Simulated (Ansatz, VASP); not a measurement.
# Two plane-wave programs on CuSb

```
Cu Sb
1.0
     0.00000    2.91935    2.91935
     2.91935    0.00000    2.91935
     2.91935    2.91935    0.00000
Cu Sb
1 1
Direct
  0.00000 0.00000 0.00000
  0.25000 0.25000 0.25000
```

Alike in both runs: task single point; functional r2SCAN; k mesh 10 × 10 × 10; occupations gaussian, width 0.05 eV; no spin polarisation.

|  | VASP | Ansatz |
| --- | --- | --- |
| version | VASP 6.6.1 | Ansatz 0.2.0 |
| potentials or method | VASP PAW PBE potentials, release 64 (Cu, Sb), cutoff 660 eV | scalar-relativistic, plane waves, PAW |
| valence electrons in the cell | 16 | 34 |

|  | VASP | Ansatz | Ansatz less VASP |
| --- | --- | --- | --- |
| gap on the k mesh at the Fermi level (eV) | none | none | - |
| pressure (GPa) | -1.2 | -1.2 | -0.02 |

VASP's potentials were made for PBE, not for r2SCAN. A gap of «none» marks a metal or a gap that the smearing closes. VASP's potentials hold 16 valence electrons a cell and Ansatz's 34, so a difference there can come from the potentials and not from the codes.

Neither program's run includes spin-orbit coupling.
